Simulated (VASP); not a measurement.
# LiCl: relaxation of cell and atoms with PBEsol

LiCl:

```
Li Cl
1.0
     3.88144    0.00000    0.00000
    -1.94072    3.36142    0.00000
     0.00000    0.00000   15.44607
Li Cl
5 5
Direct
  0.00000 0.00000 0.00000
  0.33333 0.66667 0.20000
  0.00000 0.00000 0.40000
  0.66667 0.33333 0.60000
  0.33333 0.66667 0.80000
  0.00000 0.00000 0.15000
  0.33333 0.66667 0.35000
  0.00000 0.00000 0.55000
  0.66667 0.33333 0.75000
  0.33333 0.66667 0.95000
```

* Program: VASP 6.6.1
* Task: relaxation of cell and atoms
* Functional: PBEsol
* Potentials or basis: VASP PAW PBE potentials, release 64 (Li_sv, Cl)
* Cutoff: 600 eV
* k mesh: 9 × 9 × 2
* Occupations: gaussian, width 0.02 eV
* Spin: no spin polarisation
* Dipole correction: no
* Further INCAR settings: ALGO = Normal; EDIFF = 1e-06; IBRION = 2; EDIFFG = -0.01; NSW = 65; ISIF = 3

The relaxed volume is 20.10 Å³/atom, the relaxed cell is a = 3.858 Å, b = 3.858 Å, c = 15.588 Å, α = 90.00°, β = 90.00°, γ = 120.00° and the space group after relaxing (to 0.1 Å) is P3m1 (No. 156). The energy gained by relaxing is 1.1 meV/atom and the ionic steps are 7. The pressure after relaxing is 0.0 GPa. The largest force after relaxing is 0.007 eV/Å and the band gap on the k mesh is 5.87 eV.

Forces on the atoms (eV/Å):
```
Li   0.000  0.000  0.007
Li   0.000  0.000  0.001
Li   0.000  0.000 -0.005
Li   0.000  0.000 -0.002
Li   0.000  0.000  0.003
Cl   0.000  0.000  0.005
Cl   0.000  0.000 -0.006
Cl   0.000  0.000 -0.007
Cl   0.000  0.000 -0.001
Cl   0.000  0.000  0.004
```

The path:
```
step  energy change (eV)  largest force (eV/Å)  pressure (GPa)  volume (Å³)
   1              0.0000                0.1132           -0.01       201.53
   2             -0.0077                0.0639           -0.02       201.51
   3             -0.0110                0.0163           -0.03       201.47
   4             -0.0110                0.0150           -0.03       201.47
   5             -0.0110                0.0135           -0.03       201.47
   6             -0.0110                0.0119           -0.02       201.35
   7             -0.0110                0.0070            0.03       200.96
```

Final structure:
```
CELL_PARAMETERS angstrom
3.85831 0.00000 0.00000
-1.92915 3.34139 0.00000
0.00000 0.00000 15.58808
ATOMIC_POSITIONS crystal
Li 0.00000 0.00000 0.99973
Li 0.33333 0.66667 0.19937
Li 0.00000 0.00000 0.39910
Li 0.66667 0.33333 0.59945
Li 0.33333 0.66667 0.79945
Cl 0.00000 0.00000 0.15071
Cl 0.33333 0.66667 0.35053
Cl 0.00000 0.00000 0.55046
Cl 0.66667 0.33333 0.75055
Cl 0.33333 0.66667 0.95064
```

Levels at points of the mesh, in eV from the valence-band top:
```tsv
k point	band 23	band 24	band 25	band 26	band 27	band 28
(0.00, 0.00, 0.00)	-0.04	-0.04	0.00	5.87	6.81	6.83
(0.00, 0.00, 0.50)	-0.09	-0.06	-0.06	6.14	6.17	7.53
```

Run time: 6.3 min on 1 thread of Intel(R) Xeon(R) 6975P-C (Granite Rapids), on a shared host, peak memory 0.43 GiB.

Caveat: the cutoff is under 1.25 times the usual one of these potentials, so pressure, stress and relaxed cells hold a basis-set (Pulay) error; the PAW data sets were made with another functional, which shifts forces and pressure a little. A k mesh can miss the band edges.
